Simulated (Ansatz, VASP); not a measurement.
# Nb2SiO3 in VASP and in Ansatz

```xyz
6
Lattice="3.0045 0.0000 0.0000 0.0000 3.3853 4.1649 0.0000 -3.3853 4.1649" Properties=species:S:1:pos:R:3 pbc="T T T"
Nb    1.5022    0.0000    3.9446
Nb    0.0000    0.0000    0.3531
Si    0.0000    0.0000    6.0072
O     0.0000    0.0000    2.4425
O     1.5022   -2.1047    4.0387
O     1.5022    2.1047    4.0387
```

Alike in both runs: functional PBE; k mesh 4 × 3 × 3; occupations gaussian, width 0.15 eV; no spin polarisation.

Ansatz relaxed the structure, and its values are those at the end. VASP's run is a single point on that final structure, the one shown.

```csv
,VASP,Ansatz
version,VASP 6.6.1,Ansatz 0.2.0
potentials or method,"VASP PAW PBE potentials, release 64 (Nb_sv, Si, O), cutoff 600 eV","scalar-relativistic, plane waves, PAW"
valence electrons in the cell,48,48
```

|  | VASP | Ansatz | Ansatz less VASP |
| --- | --- | --- | --- |
| gap on the k mesh at the Fermi level (eV) | none | none | - |
| pressure (GPa) | -0.4 | 0.0 | +0.39 |
| rms of the force components (eV/Å) | 0.008 | 0.007 | -0.0014 |

A gap of «none» marks a metal or a gap that the smearing closes.

The k mesh is coarse, so the values compare programs but aren't converged.
